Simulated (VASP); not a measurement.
Write the native input for VASP 6.6.1 that does the following.

* Task: single point
* Functional: r2SCAN
* Potentials or basis: VASP PAW PBE potentials, release 64 (Ba_sv, Ti_sv, O)
* Cutoff: 520 eV
* k mesh: 4 × 4 × 4, shifted
* Occupations: gaussian, width 0.01 eV
* Spin: no spin polarisation
* Dipole correction: no
* Further INCAR settings: ALGO = Normal; EDIFF = 1e-07; NBANDS = 28

The system is BaTiO3.

```
Ba Ti O
1.0
     4.00600    0.00000    0.00000
     0.00000    4.00600    0.00000
     0.00000    0.00000    4.00600
Ba Ti O
1 1 3
Direct
  0.50000 0.50000 0.50000
  0.00000 0.00000 0.00000
  0.50000 0.00000 0.00000
  0.00000 0.50000 0.00000
  0.00000 0.00000 0.50000
```

These files were run (other wordings do the same):

POSCAR

```
BaTiO3
1.0
    4.0060000000      0.0000000000      0.0000000000
    0.0000000000      4.0060000000      0.0000000000
    0.0000000000      0.0000000000      4.0060000000
Ba Ti O
1 1 3
Direct
    0.5000000000      0.5000000000      0.5000000000
    0.0000000000      0.0000000000      0.0000000000
    0.5000000000      0.0000000000      0.0000000000
    0.0000000000      0.5000000000      0.0000000000
    0.0000000000      0.0000000000      0.5000000000
```

INCAR.step1

```
SYSTEM = BaTiO3
ALGO = Normal
EDIFF = 1E-4
ENCUT = 520
GGA = PE
ISMEAR = 0
LASPH = .TRUE.
LCHARG = .FALSE.
LREAL = .FALSE.
LWAVE = .TRUE.
NBANDS = 28
NELM = 100
PREC = Accurate
SIGMA = 0.01
```

INCAR.step2

```
SYSTEM = BaTiO3
ALGO = Normal
EDIFF = 1E-7
ENCUT = 520
ISIF = 2
ISMEAR = 0
ISTART = 1
LASPH = .TRUE.
LCHARG = .FALSE.
LMIXTAU = .TRUE.
LREAL = .FALSE.
LWAVE = .FALSE.
METAGGA = R2SCAN
NBANDS = 28
NELM = 100
PREC = Accurate
SIGMA = 0.01
```

KPOINTS

```
Automatic mesh
0
Gamma
  4 4 4
  0.5 0.5 0.5
```

Potentials or basis: VASP PAW PBE potentials, release 64 (Ba_sv, Ti_sv, O).

Run with:

```console
$ cat potpaw_PBE.64/Ba_sv/POTCAR potpaw_PBE.64/Ti_sv/POTCAR potpaw_PBE.64/O/POTCAR > POTCAR
$ cp INCAR.step1 INCAR
$ mpirun -np 1 vasp_std > vasp.out
$ cp INCAR.step2 INCAR
$ mpirun -np 1 vasp_std > vasp.out
```

It gave:

```json
{
  "Pressure": "0.3 GPa",
  "Band gap on the k mesh": "2.81 eV, indirect (least direct gap 3.12 eV)"
}
```

Caveat: the PAW data sets were made with another functional, which shifts forces and pressure a little; spin-orbit coupling is left out, which moves the levels of the heavy elements.

Run time: 60 s on 1 thread of Intel(R) Xeon(R) Platinum 8259CL CPU @ 2.50GHz (Skylake/Cascade Lake) (shared host), peak memory 0.18 GiB.
